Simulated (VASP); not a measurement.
The system is Re.

```
Re
1.0
     0.00000    2.77996    2.77996
     2.77996    0.00000    2.77996
     2.77996    2.77996    0.00000
Re
2
Direct
  0.00000 0.00000 0.00000
  0.25000 0.25000 0.25000
```

Base run:

* Program: VASP 6.6.1
* Functional: PBE
* Potentials or basis: VASP PAW PBE potentials, release 64 (Re_sv_GW)
* Cutoff: 500 eV
* k mesh: 7 × 7 × 7
* Occupations: gaussian, width 0.05 eV
* Spin: no spin polarisation

Its results: band gap on the k mesh zero (band 15 reaches 8.07 eV, above the bottom of band 16 at 7.03 eV); pressure 8.4 GPa.

**Question.** The run is repeated on the same cell with these changes: potentials or basis from VASP PAW PBE potentials, release 64 (Re_sv_GW) to VASP PAW PBE potentials, release 64 (Re); cutoff from 500 eV to 520 eV; further incar settings from ALGO = Normal; EDIFF = 1e-06; NBANDS = 22 to ALGO = Normal; EDIFF = 1e-07; NBANDS = 14; valence electrons from 30 to 14. What comes out?

**Answer.** Band gap on the k mesh zero (band 7 reaches 4.52 eV, above the bottom of band 8 at 3.50 eV); pressure 7.9 GPa.

Caveats: spin-orbit coupling is left out, which moves the levels of the heavy elements.
